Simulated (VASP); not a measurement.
# BN (F-43m) in VASP: settings compared, part 2 of 2

VASP 6.6.1.

**3. Relaxation of the atoms, r2SCAN**

This run uses another cell than the first one, of 6.11 Å³/atom.

File POSCAR:

```
BN
1.0
    0.0000000000      1.8281667400      1.8281667400
    1.8281667400      0.0000000000      1.8281667400
    1.8281667400      1.8281667400      0.0000000000
B N
1 1
Direct
    0.0000000000      0.0000000000      0.0000000000
    0.2500000000      0.2500000000      0.2500000000
```

File INCAR.step1:

```
SYSTEM = BN
ALGO = Normal
EDIFF = 1E-4
ENCUT = 520
GGA = PE
ISMEAR = -1
LASPH = .True.
LCHARG = .False.
LREAL = .False.
LWAVE = .True.
NELM = 80
PREC = Accurate
SIGMA = 0.02
```

File INCAR.step2:

```
SYSTEM = BN
ALGO = Normal
EDIFF = 1E-6
EDIFFG = -0.01
ENCUT = 520
IBRION = 2
ISIF = 2
ISMEAR = -1
ISTART = 1
LASPH = .True.
LCHARG = .False.
LMIXTAU = .True.
LREAL = .False.
LWAVE = .False.
METAGGA = R2SCAN
NELM = 80
NSW = 50
PREC = Accurate
SIGMA = 0.02
```

File KPOINTS:

```
k-points
0
Gamma
  14 14 14
  0 0 0
```

Potentials or basis: VASP PAW PBE potentials, release 64 (B, N).

Launch:

```bash
$ cat potpaw_PBE.64/B/POTCAR potpaw_PBE.64/N/POTCAR > POTCAR
$ cp INCAR.step1 INCAR
$ mpirun -np 1 vasp_std > vasp.out
$ cp INCAR.step2 INCAR
$ mpirun -np 1 vasp_std > vasp.out
```

OUTCAR:

```text
SYSTEM = BN
   EDIFF = 1E-6
   EDIFFG = -0.01
   ENCUT = 520
   IBRION = 2
   ISIF = 2
   ISMEAR = -1
   ISTART = 1
   LASPH = .True.
   LREAL = .False.
   METAGGA = R2SCAN
   NELM = 80
   NSW = 50
   PREC = Accurate

 ion  position               nearest neighbor table
   1  0.000  0.000  0.000-   2 1.58   2 1.58   2 1.58   2 1.58
   2  0.250  0.250  0.250-   1 1.58   1 1.58   1 1.58   1 1.58

  LATTYP: Found a face centered cubic cell.
 ALAT       =     3.6563334800

  Lattice vectors:

 A1 = (   0.0000000000,   1.8281667400,   1.8281667400)
 A2 = (   1.8281667400,   0.0000000000,   1.8281667400)
 A3 = (   1.8281667400,   1.8281667400,   0.0000000000)

Analysis of symmetry for initial positions (statically):
=====================================================================
 Subroutine PRICEL returns:
 Original cell was already a primitive cell.

 Routine SETGRP: Setting up the symmetry group for a
 face centered cubic supercell.

 Subroutine GETGRP returns: Found 24 space group operations
 (whereof 24 operations were pure point group operations)
 out of a pool of 48 trial point group operations.

The static configuration has the point symmetry T_d .

Analysis of symmetry for dynamics (positions and initial velocities):
=====================================================================
 Subroutine PRICEL returns:
 Original cell was already a primitive cell.

 Routine SETGRP: Setting up the symmetry group for a
 face centered cubic supercell.

 Subroutine GETGRP returns: Found 24 space group operations
 (whereof 24 operations were pure point group operations)
 out of a pool of 48 trial point group operations.

The dynamic configuration has the point symmetry T_d .

 Subroutine INISYM returns: Found 24 space group operations
 (whereof 24 operations are pure point group operations),
 and found     1 'primitive' translations

----------------------------------------------------------------------------------------

                                     Primitive cell

  volume of cell :      12.2202

  direct lattice vectors                    reciprocal lattice vectors
     0.000000000  1.828166740  1.828166740    -0.273498029  0.273498029  0.273498029
     1.828166740  0.000000000  1.828166740     0.273498029 -0.273498029  0.273498029
     1.828166740  1.828166740  0.000000000     0.273498029  0.273498029 -0.273498029

  length of vectors
     2.585418198  2.585418198  2.585418198     0.473712482  0.473712482  0.473712482

  position of ions in fractional coordinates (direct lattice)
     0.000000000  0.000000000  0.000000000
     0.250000000  0.250000000  0.250000000

  ion indices of the primitive-cell ions
   primitive index   ion index
                 1           1
                 2           2

----------------------------------------------------------------------------------------

 KPOINTS: k-points

Automatic generation of k-mesh.
 Grid dimensions read from file:
 generate k-points for:   14   14   14

 Generating k-lattice:

  Cartesian coordinates                     Fractional coordinates (reciprocal lattice)
    -0.019535573  0.019535573  0.019535573     0.071428571  0.000000000  0.000000000
     0.019535573 -0.019535573  0.019535573     0.000000000  0.071428571  0.000000000
     0.019535573  0.019535573 -0.019535573     0.000000000  0.000000000  0.071428571

  Length of vectors
     0.033836606  0.033836606  0.033836606

  Shift w.r.t. Gamma in fractional coordinates (k-lattice)
     0.000000000  0.000000000  0.000000000

 Subroutine IBZKPT returns following result:
 ===========================================

 Found    104 irreducible k-points:

 Following reciprocal coordinates:
            Coordinates               Weight
  0.000000  0.000000  0.000000      1.000000
  0.071429  0.000000  0.000000      8.000000
  0.142857  0.000000  0.000000      8.000000
  0.214286  0.000000  0.000000      8.000000
  0.285714  0.000000  0.000000      8.000000
  0.357143  0.000000  0.000000      8.000000
[... 16 lines left out ...]
  0.214286  0.142857  0.000000     24.000000
  0.285714  0.142857  0.000000     24.000000
 [... further k-points ...]
   k-points           NKPTS =    104   k-points in BZ     NKDIM =    104   number of bands    NBANDS=      8
   number of dos      NEDOS =    301   number of ions     NIONS =      2
   total plane-waves  NPLWV =   8000
   dimension x,y,z NGX =    20 NGY =   20 NGZ =   20
   dimension x,y,z NGXF=    40 NGYF=   40 NGZF=   40
   ions per type =               1   1
   NGX,Y,Z   is equivalent  to a cutoff of  12.86, 12.86, 12.86 a.u.
   NGXF,Y,Z  is equivalent  to a cutoff of  25.72, 25.72, 25.72 a.u.
 SYSTEM =  BN
   PREC   = accura    normal or accurate (medium, high low for compatibility)
   ISTART =      1    job   : 0-new  1-cont  2-samecut
   ICHARG =      0    charge: 1-file 2-atom 10-const
   ISPIN  =      1    spin polarized calculation?
   LNONCOLLINEAR =      F non collinear calculations
   LSORBIT =      F    spin-orbit coupling
   LASPH  =      T    aspherical Exc in radial PAW
   ENCUT  =  520.0 eV  38.22 Ry    6.18 a.u.   4.81  4.81  4.81*2*pi/ulx,y,z
   NELM   =     80;   NELMIN=  2; NELMDL=  0     # of ELM steps
   EDIFF  = 0.1E-05   stopping-criterion for ELM
   LREAL  =      F    real-space projection
   EDIFFG = -.1E-01   stopping-criterion for IOM
   NSW    =     50    number of steps for IOM
   IBRION =      2    ionic relax: 0-MD 1-quasi-New 2-CG
   NFREE  =      1    steps in history (QN), initial steepest desc. (CG)
   ISIF   =      2    stress and relaxation
   ISYM   =      2    0-nonsym 1-usesym 2-fastsym
   POTIM  = 0.5000    time-step for ionic-motion
   TEBEG  =    0.0;   TEEND  =   0.0 temperature during run
   PSTRESS=    0.0 pullay stress
   NELECT =       8.0000    total number of electrons
   NUPDOWN=      -1.0000    fix difference up-down
   EMIN   =  10.00;   EMAX   =-10.00  energy-range for DOS
   EFERMI =   0.00;   METHOD = LEGACY
   ISMEAR =    -1;   SIGMA  =   0.02  broadening in eV -4-tet -1-fermi 0-gaus
   EFERMI_NEDOS =   21; number of points for ismear=-14 and -15
   IALGO  =     38    algorithm
   IMIX   =      4    mixing-type and parameters
     AMIX     =   0.40;   BMIX     =  1.00
     AMIX_MAG =   1.60;   BMIX_MAG =  1.00
  volume/ion in A,a.u.               =       6.11        41.23
  Fermi-wavevector in a.u.,A,eV,Ry     =   1.421496  2.686238 27.492630  2.020651
  Thomas-Fermi vector in A             =   2.542300
   LORBIT       =      0    0 simple, 1 ext, 2 COOP (PROOUT), +10 PAW based schemes
   METAGGA = R2SCAN    functional components
   LHFCALC =     F    Hartree Fock is set to
   AEXX    =    0.0000 exact exchange contribution
   IVDW    =     0    specifies the selected vdW correction
   LEPSILON=     F    determine dielectric tensor
   LRPA    =     F    only Hartree local field effects (RPA)
 conjugate gradient relaxation of ions
 non-spin polarized calculation
  energy-cutoff  :      520.00
  volume of cell :       12.22
 maximum number of plane-waves:       342
   NGX =  9   NGY =  9   NGZ =  9

 number of electron       8.0000000 magnetization

 Free energy of the ion-electron system (eV)
  ---------------------------------------------------
  ext. energy  EPLUGINS =         0.00000000
  ---------------------------------------------------
  free energy    TOTEN  =       -19.15483632 eV

  energy without entropy =      -19.15483632  energy(sigma->0) =      -19.15483632

 E-fermi :   7.1938     XC(G=0): -13.4663

 val. band max:        6.8288201919   @ k =   0.0000   0.0000   0.0000
 cond. band min:      11.7617199940   @ k =   0.5000   0.5000   0.0000
 fundamental gap:      4.9328998022
 Fermi energy:         7.1938020710

 k-point     1 :       0.0000    0.0000    0.0000
  band No.  band energies     occupation
      1     -14.0719      2.00000
      2       6.8288      2.00000
      3       6.8288      2.00000
      4       6.8288      2.00000
      5      16.1877      0.00000
      6      16.1877      0.00000
      7      16.1877      0.00000
      8      17.3101      0.00000
[... 243 lines left out ...]
 k-point    24 :       0.2857    0.1429    0.0000
  band No.  band energies     occupation
      1     -12.3024      2.00000
      2       1.6769      2.00000
      3       4.4843      2.00000
      4       4.9347      2.00000
      5      15.5643      0.00000
      6      18.8899      0.00000
      7      19.5805      0.00000
      8      20.1692      0.00000

 [... further k-points ...]

------------------------ aborting loop because EDIFF is reached ----------------------------------------

  FORCE on cell =-STRESS in cart. coord.  units (eV):
  Direction    XX          YY          ZZ          XY          YZ          ZX
  --------------------------------------------------------------------------------------
  -------------------------------------------------------------------------------------
  Total       -0.9978978     -0.9978978     -0.9978978     -0.0000000     -0.0000000     -0.0000000
  in kB     -130.8335873   -130.8335873   -130.8335873     -0.0000000     -0.0000000     -0.0000000
  external PRESSURE =    -130.8335873 kB  Pullay stress =       0.0000000 kB

 VOLUME and BASIS-vectors are now :
 -----------------------------------------------------------------------------
  energy-cutoff  :      520.00
  volume of cell :       12.22
      direct lattice vectors                 reciprocal lattice vectors
     0.000000000  1.828166740  1.828166740    -0.273498029  0.273498029  0.273498029
     1.828166740  0.000000000  1.828166740     0.273498029 -0.273498029  0.273498029
     1.828166740  1.828166740  0.000000000     0.273498029  0.273498029 -0.273498029

 POSITION                                       TOTAL-FORCE (eV/Angst)
 -----------------------------------------------------------------------------------
      0.00000      0.00000      0.00000         0.000000     -0.000000     -0.000000
      0.91408      0.91408      0.91408        -0.000000      0.000000      0.000000
 -----------------------------------------------------------------------------------
    total drift:                                0.000000      0.000000      0.000000

  FREE ENERGIE OF THE ION-ELECTRON SYSTEM (eV)
  ---------------------------------------------------
  free  energy   TOTEN  =       -19.1548363160 eV

  energy  without entropy=      -19.1548363159  energy(sigma->0) =      -19.15483632

 reached required accuracy - stopping structural energy minimisation
```

OSZICAR.step1:

```text
N       E                     dE             d eps       ncg     rms          rms(c)
DAV:   1     0.748510626512E+01    0.74851E+01   -0.52817E+03  1784   0.995E+02
DAV:   2    -0.181643263512E+02   -0.25649E+02   -0.25272E+02  2280   0.170E+02
DAV:   3    -0.183564931277E+02   -0.19217E+00   -0.19217E+00  1936   0.183E+01
DAV:   4    -0.183567065315E+02   -0.21340E-03   -0.21340E-03  2312   0.510E-01
DAV:   5    -0.183567065949E+02   -0.63407E-07   -0.63406E-07  1656   0.693E-03    0.652E+00
DAV:   6    -0.175190170431E+02    0.83769E+00   -0.34826E+00  2128   0.135E+01    0.318E+00
DAV:   7    -0.174559280692E+02    0.63089E-01   -0.79239E-02  2168   0.280E+00    0.187E+00
DAV:   8    -0.174423747051E+02    0.13553E-01   -0.39766E-02  1952   0.181E+00    0.175E-01
DAV:   9    -0.174425682655E+02   -0.19356E-03   -0.60755E-04  1736   0.254E-01    0.731E-02
DAV:  10    -0.174426482000E+02   -0.79934E-04   -0.14263E-04  2192   0.121E-01
   1 F= -.17442648E+02 E0= -.17442648E+02  d E =-.802261E-12
```

Wall time 25 s (1 thread of Intel Xeon Platinum 8488C (Sapphire Rapids), shared host); peak memory 0.13 GiB.

Results:

| Quantity | Value |
| --- | --- |
| Free energy | -19.1548 eV |
| Pressure after relaxing | -13.1 GPa |
| Band gap on the k mesh | 4.93 eV (least direct gap 9.36 eV) |

Final structure:
```
B N
1.0
     0.00000    1.82817    1.82817
     1.82817    0.00000    1.82817
     1.82817    1.82817    0.00000
B N
1 1
Cartesian
  0.0000 0.0000 0.0000
  0.9141 0.9141 0.9141
```

Levels at points of the mesh, in eV from the valence-band top:
| k point | band 1 | band 2 | band 3 | band 4 | band 5 | band 6 | band 7 | band 8 |
| --- | --- | --- | --- | --- | --- | --- | --- | --- |
| (0.00, 0.00, 0.00) | -20.90 | 0.00 | 0.00 | 0.00 | 9.36 | 9.36 | 9.36 | 10.48 |
| (0.50, 0.00, 0.00) | -16.77 | -10.77 | -1.95 | -1.95 | 10.33 | 11.28 | 11.28 | 16.03 |
| (0.50, 0.50, 0.00) | -15.40 | -9.10 | -4.93 | -4.93 | 4.93 | 9.61 | 18.72 | 18.72 |

Caveat: the relaxation stopped at its first step, so nothing moved; the PAW data sets were made with another functional, which shifts forces and pressure a little.

**4. Relaxation of the atoms, r2SCAN**

This run uses another cell than the first one, of 6.23 Å³/atom.

File POSCAR:

```
BN
1.0
    0.0000000000      1.8398114300      1.8398114300
    1.8398114300      0.0000000000      1.8398114300
    1.8398114300      1.8398114300      0.0000000000
B N
1 1
Direct
    0.0000000000      0.0000000000      0.0000000000
    0.2500000000      0.2500000000      0.2500000000
```

File INCAR.step1:

```
PREC     = Accurate       # precision mode
ENCUT    = 520            # plane-wave cutoff, eV
ISMEAR   = -1             # smearing method
SIGMA    = 0.02           # smearing width, eV
LREAL    = False          # projectors in reciprocal space
LASPH    = True           # aspherical terms in the spheres
NELM     = 60             # most SCF steps
GGA      = PE             # functional
ALGO     = Normal         # electronic algorithm
EDIFF    = 1E-4           # SCF threshold, eV
LWAVE    = True           # write WAVECAR
LCHARG   = False          # write CHGCAR
```

File INCAR.step2:

```
PREC     = Accurate       # precision mode
ENCUT    = 520            # plane-wave cutoff, eV
EDIFF    = 1E-6           # SCF threshold, eV
ISMEAR   = -1             # smearing method
SIGMA    = 0.02           # smearing width, eV
LREAL    = False          # projectors in reciprocal space
LASPH    = True           # aspherical terms in the spheres
NELM     = 60             # most SCF steps
ALGO     = Normal         # electronic algorithm
ISIF     = 2              # what is computed and relaxed
LWAVE    = False          # write WAVECAR
LCHARG   = False          # write CHGCAR
METAGGA  = R2SCAN         # meta-GGA
LMIXTAU  = True         
IBRION   = 2              # ionic algorithm
NSW      = 50             # ionic steps
EDIFFG   = -0.01          # ionic threshold
ISTART   = 1
```

File KPOINTS:

```
Automatic mesh
0
Gamma
  14 14 14
```

Launch:

```bash
$ cat potpaw_PBE.64/B/POTCAR potpaw_PBE.64/N/POTCAR > POTCAR
$ cp INCAR.step1 INCAR
$ mpirun -np 1 vasp_std > vasp.out
$ cp INCAR.step2 INCAR
$ mpirun -np 1 vasp_std > vasp.out
```

Run time: 23 s. Hardware: 1 thread of Intel Xeon Platinum 8488C (Sapphire Rapids), shared host; peak memory 0.12 GiB.

Results (log left out):

```yaml
Free_energy: -19.1315 eV
Pressure_after_relaxing: -19.4 GPa
Band_gap_on_the_k_mesh: 4.91 eV (least direct gap 9.27 eV)
```

Final structure:
```
B N
1.0
     0.00000    1.83981    1.83981
     1.83981    0.00000    1.83981
     1.83981    1.83981    0.00000
B N
1 1
Cartesian
  0.0000 0.0000 0.0000
  0.9199 0.9199 0.9199
```

Levels at points of the mesh, in eV from the valence-band top:
```tsv
k point	band 1	band 2	band 3	band 4	band 5	band 6	band 7	band 8
(0.00, 0.00, 0.00)	-20.69	0.00	0.00	0.00	9.27	9.27	9.27	10.16
(0.50, 0.00, 0.00)	-16.65	-10.60	-1.91	-1.91	10.07	11.17	11.17	15.82
(0.50, 0.50, 0.00)	-15.30	-8.97	-4.83	-4.83	4.91	9.50	18.42	18.42
```

Caveat: the relaxation stopped at its first step, so nothing moved; the PAW data sets were made with another functional, which shifts forces and pressure a little. A k mesh can miss the band edges.

**5. Single point, HSE06**

This run uses another cell than the first one, of 5.88 Å³/atom.

File POSCAR:

```
BN
1.0
    0.0000000000      1.8044216300      1.8044216300
    1.8044216300      0.0000000000      1.8044216300
    1.8044216300      1.8044216300      0.0000000000
B N
1 1
Direct
    0.0000000000      0.0000000000      0.0000000000
    0.2500000000      0.2500000000      0.2500000000
```

File INCAR.step1:

```
SYSTEM = BN
PREC = Accurate
ENCUT = 520
EDIFF = 1E-5
ISMEAR = -1
SIGMA = 0.02
LREAL = .False.
LASPH = .True.
NELM = 100
ALGO = Normal
ISIF = 2
LWAVE = .True.
NBANDS = 11
GGA = PE
```

File INCAR.step2:

```
SYSTEM = BN
PREC = Accurate
ENCUT = 520
EDIFF = 1E-6
ISMEAR = -1
SIGMA = 0.02
LREAL = .False.
LASPH = .True.
NELM = 100
ALGO = Normal
ISIF = 2
LWAVE = .False.
LCHARG = .True.
GGA = PE
LHFCALC = .True.
HFSCREEN = 0.2079
PRECFOCK = Normal
LELF = .True.
LVHAR = .True.
NBANDS = 11
ISTART = 1
```

File KPOINTS:

```
regular mesh
0
Gamma
  8 8 8
  0 0 0
```

Launch:

```bash
$ cat potpaw_PBE.64/B/POTCAR potpaw_PBE.64/N/POTCAR > POTCAR
$ cp INCAR.step1 INCAR
$ mpirun -np 1 vasp_std > vasp.out
$ cp INCAR.step2 INCAR
$ mpirun -np 1 vasp_std > vasp.out
```

Wall time 5.5 min (1 thread of Intel Xeon Platinum 8488C (Sapphire Rapids), shared host); peak memory 0.23 GiB.

Results (log left out):

```
Free energy            : -20.3275 eV
Pressure               : -3.7 GPa
Band gap on the k mesh : 5.78 eV (least direct gap 10.58 eV)
```

Levels at points of the mesh, in eV from the valence-band top:
| k point | band 1 | band 2 | band 3 | band 4 | band 5 | band 6 | band 7 | band 8 |
| --- | --- | --- | --- | --- | --- | --- | --- | --- |
| (0.00, 0.00, 0.00) | -22.17 | 0.00 | 0.00 | 0.00 | 10.58 | 10.58 | 10.58 | 12.22 |
| (0.50, 0.00, 0.00) | -17.62 | -11.68 | -2.11 | -2.11 | 11.91 | 12.54 | 12.54 | 17.43 |
| (0.50, 0.50, 0.00) | -16.13 | -9.80 | -5.34 | -5.34 | 5.78 | 10.76 | 20.54 | 20.54 |

Caveat: the cell stands under tension; the PAW data sets were made with another functional, which shifts forces and pressure a little.

**6. Summary**

| task | level | cell | k mesh | grid for exact exchange (PRECFOCK) | share of exact exchange | screening parameter | gap on the mesh (eV) | pressure (GPa) |
| --- | --- | --- | --- | --- | --- | --- | --- | --- |
| relaxation of the atoms | r2SCAN | atoms relaxed from a = 2.569 Å, angles 60.0°, 2 atoms | 14 × 14 × 14 | - | - | - | 4.96 | -6.2 |
| relaxation of the atoms | r2SCAN | atoms relaxed from a = 2.585 Å, angles 60.0°, 2 atoms | 14 × 14 × 14 | - | - | - | 4.93 | -13.1 |
| relaxation of the atoms | r2SCAN | atoms relaxed from a = 2.602 Å, angles 60.0°, 2 atoms | 14 × 14 × 14 | - | - | - | 4.91 | -19.4 |
| single point | HSE06 | a = 2.552 Å, angles 60.0°, 2 atoms | 8 × 8 × 8 | Normal | 0.25 | 0.2079 1/Å | 5.78 | -3.7 |

Alike in all rows: potentials or basis VASP PAW PBE potentials, release 64 (B, N); no spin polarisation; cutoff (eV) 520; smearing fermi-dirac 0.02 eV.

Caveats: the PAW data sets were made with another functional, which shifts forces and pressure a little; the relaxation stopped at its first step, so nothing moved (at least some runs); the cell stands under tension (at least some runs).

Absolute energies hang on the potentials; compare differences alone.
